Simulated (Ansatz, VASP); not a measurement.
**Two plane-wave programs on MgS**

```
CELL_PARAMETERS angstrom
4.19601 0.00000 0.00000
-2.09800 3.63385 0.00000
0.00000 0.00000 6.43229
ATOMIC_POSITIONS crystal
Mg 0.66667 0.33333 0.49575
Mg 0.33333 0.66667 0.99575
S 0.33333 0.66667 0.37924
S 0.66667 0.33333 0.87924
```

Change from the starting cell: strain +0.040 along x and y, +0.000 along z, atoms carried along.

Alike in both runs: task single point; functional PBEsol; k mesh 6 × 6 × 4; occupations gaussian, width 0.05 eV; no spin polarisation.

```csv
,VASP,Ansatz
version,VASP 6.6.1,Ansatz 0.2.0
potentials or method,"VASP PAW PBE potentials, release 64 (Mg, S), cutoff 520 eV","scalar-relativistic, plane waves, PAW"
valence electrons in the cell,16,32
```

```csv
,VASP,Ansatz,Ansatz less VASP
gap on the k mesh at the Fermi level (eV),2.85,2.85,+0.001
least direct gap on the mesh (eV),2.85,2.85,+0.001
pressure (GPa),-4.2,-4.1,+0.11
"traceless stress, the component that is largest in VASP (GPa)",1.95,1.93,-0.015
rms of the force components (eV/Å),0.093,0.094,+0.0004
```

VASP's potentials were made for PBE, not for PBEsol. Atom by atom the forces differ by 0.000 eV/Å (rms over components). VASP's potentials hold 16 valence electrons a cell and Ansatz's 32, so a difference there can come from the potentials and not from the codes.
